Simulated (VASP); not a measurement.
A run of VASP 6.6.1 is set up as follows.

File INCAR:

```
ALGO = Normal ; EDIFF = 1E-6
ENCUT = 520 ; GGA = PS
ISIF = 2 ; ISMEAR = 0
LASPH = T ; LCHARG = F
LREAL = Auto ; LWAVE = F
NBANDS = 52 ; NELM = 60
PREC = Accurate ; SIGMA = 0.05
```

File KPOINTS:

```
k-points
0
Gamma
  2 2 2
```

File POSCAR:

```
TiSi16
1.0
    0.0000000000      5.4300000000      5.4300000000
    5.4300000000      0.0000000000      5.4300000000
    5.4300000000      5.4300000000      0.0000000000
Si Ti
16 1
Direct
   -0.0132218232     -0.0132139042      0.0497339779
    0.1302784530      0.1301440147      0.1338755064
    0.0042927256      0.0049873849      0.5077883057
    0.1022042357      0.1032918969      0.6763764273
    0.0247430939      0.5031246777     -0.0197895028
    0.1310365562      0.6154291897      0.1350813076
    0.0054698895      0.4673868324      0.5083890424
    0.1582564457      0.6124846225      0.6061781768
    0.5032813076      0.0246929098     -0.0199744936
    0.6153988029      0.1309999079      0.1350746777
    0.4663258748      0.0064905157      0.5083678637
    0.6116718232      0.1593338858      0.6060316759
    0.5052163904      0.5051653775     -0.0255360958
    0.6528488029      0.6526563536      0.0567410681
    0.5166750460      0.5178207182      0.4286225599
    0.6095171271      0.6105471455      0.6026475138
    0.7813827808      0.7826120626      0.6342964088
```

Potentials or basis: VASP PAW PBE potentials, release 64 (Si, Ti_sv).

Run with:

```console
$ cat potpaw_PBE.64/Si/POTCAR potpaw_PBE.64/Ti_sv/POTCAR > POTCAR
$ mpirun -np 1 vasp_std > vasp.out
```

What does it give for the pressure?

2.2 GPa.

What does it give for the band gap on the k mesh?

Zero (bands 38 and 39 overlap by 0.38 eV).

What does it give for the largest force?

1.777 eV/Å.

Stress tensor (GPa, compression positive):
```
 2.25 -0.93  0.62
-0.93  2.25  0.61
 0.62  0.61  2.23
```

Caveat: the k points lie up to 0.50 Å⁻¹ apart; the PAW data sets were made with another functional, which shifts forces and pressure a little.
